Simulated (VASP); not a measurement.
# Zr3Si2 (P4/mbm) in VASP: single point with r2SCAN

Aim: the single point of Zr3Si2 with r2SCAN.

All numbers are computed with VASP 6.6.1; they aren't measurements. Logs are shortened: lines on timing, memory, paths and dates and some standing lists are left out, and cuts for length are marked.

## 1. The cell of the first run

It takes space group P4/mbm (No. 127, tetragonal). The conventional cell has a = 7.108 Å, b = 7.108 Å, c = 3.705 Å, α = 90.00°, β = 90.00°, γ = 90.00°. Zr (site symmetry m2m) has 6 Si at 2.76 to 2.83 Å and 11 Zr at 3.21 to 3.72 Å within 3.8 Å. Zr (site symmetry 4/m) has 4 Si at 2.82 Å and 10 Zr at 3.21 to 3.71 Å within 3.8 Å. Si (site symmetry m2m) has 1 Si at 2.45 Å and 8 Zr at 2.76 to 2.83 Å within 3.2 Å.

## 2. Single point, r2SCAN

Contents of POSCAR:

```
Zr3Si2
1.0
    7.1084398562      0.0000000000      0.0000000000
    0.0000000000      7.1084398562      0.0000000000
    0.0000000000      0.0000000000      3.7051280719
Zr Si
6 4
Direct
    0.1739136669      0.6739136669      0.5000000000
    0.8260863331      0.3260863331      0.5000000000
    0.3260863331      0.1739136669      0.5000000000
    0.6739136669      0.8260863331      0.5000000000
    0.0000000000      0.0000000000      0.0000000000
    0.5000000000      0.5000000000      0.0000000000
    0.6219463333      0.1219463333      0.0000000000
    0.3780536667      0.8780536667      0.0000000000
    0.8780536667      0.6219463333      0.0000000000
    0.1219463333      0.3780536667      0.0000000000
```

Contents of INCAR.step1:

```
SYSTEM = Zr3Si2
ALGO     = Normal         ! electronic algorithm
EDIFF    = 1E-4           ! SCF threshold, eV
ENCUT    = 520            ! plane-wave cutoff, eV
GGA      = PE             ! functional
ISMEAR   = 0              ! smearing method
LASPH    = .TRUE.         ! aspherical terms in the spheres
LCHARG   = .FALSE.        ! write CHGCAR
LREAL    = .FALSE.        ! projectors in reciprocal space
LWAVE    = .TRUE.         ! write WAVECAR
NBANDS   = 55             ! bands
NELM     = 100            ! most SCF steps
PREC     = Accurate       ! precision mode
SIGMA    = 0.15           ! smearing width, eV
```

Contents of INCAR.step2:

```
SYSTEM = Zr3Si2
ALGO     = Normal         ! electronic algorithm
EDIFF    = 1E-7           ! SCF threshold, eV
ENCUT    = 520            ! plane-wave cutoff, eV
ISIF     = 2              ! what is computed and relaxed
ISMEAR   = 0              ! smearing method
ISTART   = 1            
LASPH    = .TRUE.         ! aspherical terms in the spheres
LCHARG   = .FALSE.        ! write CHGCAR
LMIXTAU  = .TRUE.       
LREAL    = .FALSE.        ! projectors in reciprocal space
LWAVE    = .FALSE.        ! write WAVECAR
METAGGA  = R2SCAN         ! meta-GGA
NBANDS   = 55             ! bands
NELM     = 100            ! most SCF steps
PREC     = Accurate       ! precision mode
SIGMA    = 0.15           ! smearing width, eV
```

Contents of KPOINTS:

```
k-points
0
G
  6 6 10
  0 0 0
```

Potentials or basis: VASP PAW PBE potentials, release 64 (Zr_sv, Si).

Command:

```
$ cat potpaw_PBE.64/Zr_sv/POTCAR potpaw_PBE.64/Si/POTCAR > POTCAR
$ cp INCAR.step1 INCAR
$ mpirun -np 1 vasp_std > vasp.out
$ cp INCAR.step2 INCAR
$ mpirun -np 1 vasp_std > vasp.out
```

OUTCAR:

```text
SYSTEM = Zr3Si2
   EDIFF = 1E-7
   ENCUT = 520
   ISIF = 2
   ISMEAR = 0
   ISTART = 1
   LASPH = .TRUE.
   LREAL = .FALSE.
   METAGGA = R2SCAN
   NELM = 100
   PREC = Accurate

 ion  position               nearest neighbor table
   1  0.174  0.674  0.500-   8 2.76   8 2.76  10 2.83   9 2.83   9 2.83  10 2.83   6 3.21   6 3.21
                             5 3.21   5 3.21   2 3.50   3 3.72   4 3.72   3 3.72   4 3.72
   2  0.826  0.326  0.500-   7 2.76   7 2.76  10 2.83   9 2.83   9 2.83  10 2.83   6 3.21   6 3.21
                             5 3.21   5 3.21   1 3.50   3 3.72   4 3.72   4 3.72   3 3.72
   3  0.326  0.174  0.500-  10 2.76  10 2.76   7 2.83   7 2.83   8 2.83   8 2.83   6 3.21   6 3.21
                             5 3.21   5 3.21   4 3.50   2 3.72   1 3.72   1 3.72   2 3.72
   4  0.674  0.826  0.500-   9 2.76   9 2.76   7 2.83   7 2.83   8 2.83   8 2.83   6 3.21   6 3.21
                             5 3.21   5 3.21   3 3.50   2 3.72   1 3.72   2 3.72   1 3.72
   5  0.000  0.000  0.000-   7 2.82   8 2.82   9 2.82  10 2.82   1 3.21   2 3.21   3 3.21   4 3.21
                             1 3.21   2 3.21   3 3.21   4 3.21
   6  0.500  0.500  0.000-   7 2.82   8 2.82   9 2.82  10 2.82   1 3.21   2 3.21   3 3.21   4 3.21
                             1 3.21   2 3.21   3 3.21   4 3.21
   7  0.622  0.122  0.000-   8 2.45   2 2.76   2 2.76   5 2.82   6 2.82   3 2.83   4 2.83   3 2.83
                             4 2.83
   8  0.378  0.878  0.000-   7 2.45   1 2.76   1 2.76   5 2.82   6 2.82   3 2.83   4 2.83   3 2.83
                             4 2.83
   9  0.878  0.622  0.000-  10 2.45   4 2.76   4 2.76   5 2.82   6 2.82   2 2.83   1 2.83   2 2.83
                             1 2.83
  10  0.122  0.378  0.000-   9 2.45   3 2.76   3 2.76   5 2.82   6 2.82   2 2.83   1 2.83   2 2.83
                             1 2.83

  LATTYP: Found a simple tetragonal cell.
 ALAT       =     7.1084398562
 C/A-ratio  =     0.5212294325

  Lattice vectors:

 A1 = (   7.1084398562,   0.0000000000,   0.0000000000)
 A2 = (   0.0000000000,   7.1084398562,   0.0000000000)
 A3 = (   0.0000000000,   0.0000000000,   3.7051280719)

Analysis of symmetry for initial positions (statically):
=====================================================================
 Subroutine PRICEL returns:
 Original cell was already a primitive cell.

 Routine SETGRP: Setting up the symmetry group for a
 simple tetragonal supercell.

 Subroutine GETGRP returns: Found 16 space group operations
 (whereof  8 operations were pure point group operations)
 out of a pool of 16 trial point group operations.

The static configuration has the point symmetry C_4h.
 The point group associated with its full space group is D_4h.

Analysis of symmetry for dynamics (positions and initial velocities):
=====================================================================
 Subroutine PRICEL returns:
 Original cell was already a primitive cell.

 Routine SETGRP: Setting up the symmetry group for a
 simple tetragonal supercell.

 Subroutine GETGRP returns: Found 16 space group operations
 (whereof  8 operations were pure point group operations)
 out of a pool of 16 trial point group operations.

The dynamic configuration has the point symmetry C_4h.
 The point group associated with its full space group is D_4h.

 Subroutine INISYM returns: Found 16 space group operations
 (whereof  8 operations are pure point group operations),
 and found     1 'primitive' translations

----------------------------------------------------------------------------------------

                                     Primitive cell

  volume of cell :     187.2198

  direct lattice vectors                    reciprocal lattice vectors
     7.108439856  0.000000000  0.000000000     0.140677845  0.000000000  0.000000000
     0.000000000  7.108439856  0.000000000     0.000000000  0.140677845  0.000000000
     0.000000000  0.000000000  3.705128072     0.000000000  0.000000000  0.269896203

  length of vectors
     7.108439856  7.108439856  3.705128072     0.140677845  0.140677845  0.269896203

  position of ions in fractional coordinates (direct lattice)
     0.173913667  0.673913667  0.500000000
     0.826086333  0.326086333  0.500000000
     0.326086333  0.173913667  0.500000000
     0.673913667  0.826086333  0.500000000
[... 24 lines left out ...]
Automatic generation of k-mesh.
 Grid dimensions read from file:
 generate k-points for:    6    6   10

 Generating k-lattice:

  Cartesian coordinates                     Fractional coordinates (reciprocal lattice)
     0.023446307  0.000000000  0.000000000     0.166666667  0.000000000  0.000000000
     0.000000000  0.023446307  0.000000000     0.000000000  0.166666667  0.000000000
     0.000000000  0.000000000  0.026989620     0.000000000  0.000000000  0.100000000

  Length of vectors
     0.023446307  0.023446307  0.026989620

  Shift w.r.t. Gamma in fractional coordinates (k-lattice)
     0.000000000  0.000000000  0.000000000

 Subroutine IBZKPT returns following result:
 ===========================================

 Found     60 irreducible k-points:

 Following reciprocal coordinates:
            Coordinates               Weight
  0.000000  0.000000  0.000000      1.000000
  0.166667  0.000000  0.000000      4.000000
  0.333333  0.000000  0.000000      4.000000
  0.500000  0.000000  0.000000      2.000000
  0.166667  0.166667  0.000000      4.000000
  0.333333  0.166667  0.000000      8.000000
[... 16 lines left out ...]
  0.333333  0.000000  0.200000      8.000000
  0.500000  0.000000  0.200000      4.000000
 [... further k-points ...]
   k-points           NKPTS =     60   k-points in BZ     NKDIM =     60   number of bands    NBANDS=     55
   number of dos      NEDOS =    301   number of ions     NIONS =     10
   total plane-waves  NPLWV =  81648
   dimension x,y,z NGX =    54 NGY =   54 NGZ =   28
   dimension x,y,z NGXF=   108 NGYF=  108 NGZF=   56
   ions per type =               6   4
   NGX,Y,Z   is equivalent  to a cutoff of  12.63, 12.63, 12.56 a.u.
   NGXF,Y,Z  is equivalent  to a cutoff of  25.26, 25.26, 25.13 a.u.
 SYSTEM =  Zr3Si2
   PREC   = accura    normal or accurate (medium, high low for compatibility)
   ISTART =      1    job   : 0-new  1-cont  2-samecut
   ICHARG =      0    charge: 1-file 2-atom 10-const
   ISPIN  =      1    spin polarized calculation?
   LNONCOLLINEAR =      F non collinear calculations
   LSORBIT =      F    spin-orbit coupling
   LASPH  =      T    aspherical Exc in radial PAW
   ENCUT  =  520.0 eV  38.22 Ry    6.18 a.u.  13.22 13.22  6.89*2*pi/ulx,y,z
   NELM   =    100;   NELMIN=  2; NELMDL=  0     # of ELM steps
   EDIFF  = 0.1E-06   stopping-criterion for ELM
   LREAL  =      F    real-space projection
   EDIFFG = 0.1E-05   stopping-criterion for IOM
   NSW    =      0    number of steps for IOM
   IBRION =     -1    ionic relax: 0-MD 1-quasi-New 2-CG
   NFREE  =      0    steps in history (QN), initial steepest desc. (CG)
   ISIF   =      2    stress and relaxation
   ISYM   =      2    0-nonsym 1-usesym 2-fastsym
   POTIM  = 0.5000    time-step for ionic-motion
   TEBEG  =    0.0;   TEEND  =   0.0 temperature during run
   PSTRESS=    0.0 pullay stress
   NELECT =      88.0000    total number of electrons
   NUPDOWN=      -1.0000    fix difference up-down
   EMIN   =  10.00;   EMAX   =-10.00  energy-range for DOS
   EFERMI =   0.00;   METHOD = LEGACY
   ISMEAR =     0;   SIGMA  =   0.15  broadening in eV -4-tet -1-fermi 0-gaus
   EFERMI_NEDOS =   21; number of points for ismear=-14 and -15
   IALGO  =     38    algorithm
   IMIX   =      4    mixing-type and parameters
     AMIX     =   0.40;   BMIX     =  1.00
     AMIX_MAG =   1.60;   BMIX_MAG =  1.00
  volume/ion in A,a.u.               =      18.72       126.34
  Fermi-wavevector in a.u.,A,eV,Ry     =   1.272873  2.405381 22.044241  1.620206
  Thomas-Fermi vector in A             =   2.405728
   LORBIT       =      0    0 simple, 1 ext, 2 COOP (PROOUT), +10 PAW based schemes
   METAGGA = R2SCAN    functional components
   LHFCALC =     F    Hartree Fock is set to
   AEXX    =    0.0000 exact exchange contribution
   IVDW    =     0    specifies the selected vdW correction
   LEPSILON=     F    determine dielectric tensor
   LRPA    =     F    only Hartree local field effects (RPA)
 non-spin polarized calculation
 Gauss-broadening in eV      SIGMA  =   0.15
  energy-cutoff  :      520.00
  volume of cell :      187.22
 maximum number of plane-waves:      5070
 NGX is ok and might be reduce to    54
   NGX = 27   NGY = 27   NGZ = 13

 number of electron      88.0000000 magnetization

 Free energy of the ion-electron system (eV)
  ---------------------------------------------------
  ext. energy  EPLUGINS =         0.00000000
  ---------------------------------------------------
  free energy    TOTEN  =      -180.97939128 eV

  energy without entropy =     -180.89761004  energy(sigma->0) =     -180.93850066

 E-fermi :   9.4307     XC(G=0): -12.1777

 val. band max:        9.4249730594   @ k =   0.3333   0.1667   0.3000
 cond. band min:       9.4311714238   @ k =   0.3333   0.1667   0.0000
 fundamental gap:      0.0061983644
 Fermi energy:         9.4306863636

 k-point     1 :       0.0000    0.0000    0.0000
  band No.  band energies     occupation
      1     -40.6820      2.00000
      2     -40.6372      2.00000
      3     -40.6363      2.00000
      4     -40.6363      2.00000
      5     -40.5045      2.00000
      6     -40.4767      2.00000
[... 1381 lines left out ...]
     54      12.6304      0.00000
     55      12.8622      0.00000

 [... further k-points ...]

------------------------ aborting loop because EDIFF is reached ----------------------------------------

  FORCE on cell =-STRESS in cart. coord.  units (eV):
  Direction    XX          YY          ZZ          XY          YZ          ZX
  --------------------------------------------------------------------------------------
  -------------------------------------------------------------------------------------
  Total        0.0158670      0.0158670      0.0866571      0.0000000      0.0000000     -0.0000000
  in kB        0.1357858      0.1357858      0.7415882      0.0000000      0.0000000     -0.0000000
  external PRESSURE =       0.3377199 kB  Pullay stress =       0.0000000 kB

 VOLUME and BASIS-vectors are now :
 -----------------------------------------------------------------------------
  energy-cutoff  :      520.00
  volume of cell :      187.22
      direct lattice vectors                 reciprocal lattice vectors
     7.108439856  0.000000000  0.000000000     0.140677845  0.000000000  0.000000000
     0.000000000  7.108439856  0.000000000     0.000000000  0.140677845  0.000000000
     0.000000000  0.000000000  3.705128072     0.000000000  0.000000000  0.269896203

 POSITION                                       TOTAL-FORCE (eV/Angst)
 -----------------------------------------------------------------------------------
      1.23625      4.79047      1.85256         0.001566      0.001566      0.000000
      5.87219      2.31797      1.85256        -0.001566     -0.001566      0.000000
      2.31797      1.23625      1.85256        -0.001566      0.001566      0.000000
      4.79047      5.87219      1.85256         0.001566     -0.001566     -0.000000
      0.00000      0.00000      0.00000         0.000000      0.000000      0.000000
      3.55422      3.55422      0.00000         0.000000      0.000000      0.000000
      4.42107      0.86685      0.00000        -0.002202     -0.002202      0.000000
      2.68737      6.24159      0.00000         0.002202      0.002202      0.000000
      6.24159      4.42107      0.00000         0.002202     -0.002202      0.000000
      0.86685      2.68737      0.00000        -0.002202      0.002202     -0.000000
 -----------------------------------------------------------------------------------
    total drift:                               -0.000000     -0.000000     -0.000000

  FREE ENERGIE OF THE ION-ELECTRON SYSTEM (eV)
  ---------------------------------------------------
  free  energy   TOTEN  =      -180.9793912798 eV

  energy  without entropy=     -180.8976100381  energy(sigma->0) =     -180.93850066
```

Wall time 52 min (1 thread of Oxide Virtual Turin-like, shared host); peak memory 0.56 GiB.

Results:

| Quantity | Value |
| --- | --- |
| Free energy | -180.9794 eV |
| Pressure | 0.0 GPa |
| Largest force | 0.003 eV/Å |
| Band gap on the k mesh | zero (bands 44 and 45 overlap by 1.20 eV) |

Forces in eV/Å, atoms in the order of the input:
```
Zr   0.002  0.002  0.000
Zr  -0.002 -0.002  0.000
Zr  -0.002  0.002  0.000
Zr   0.002 -0.002  0.000
Zr   0.000  0.000  0.000
Zr   0.000  0.000  0.000
Si  -0.002 -0.002  0.000
Si   0.002  0.002  0.000
Si   0.002 -0.002  0.000
Si  -0.002  0.002  0.000
```

Caveat: the PAW data sets were made with another functional, which shifts forces and pressure a little.
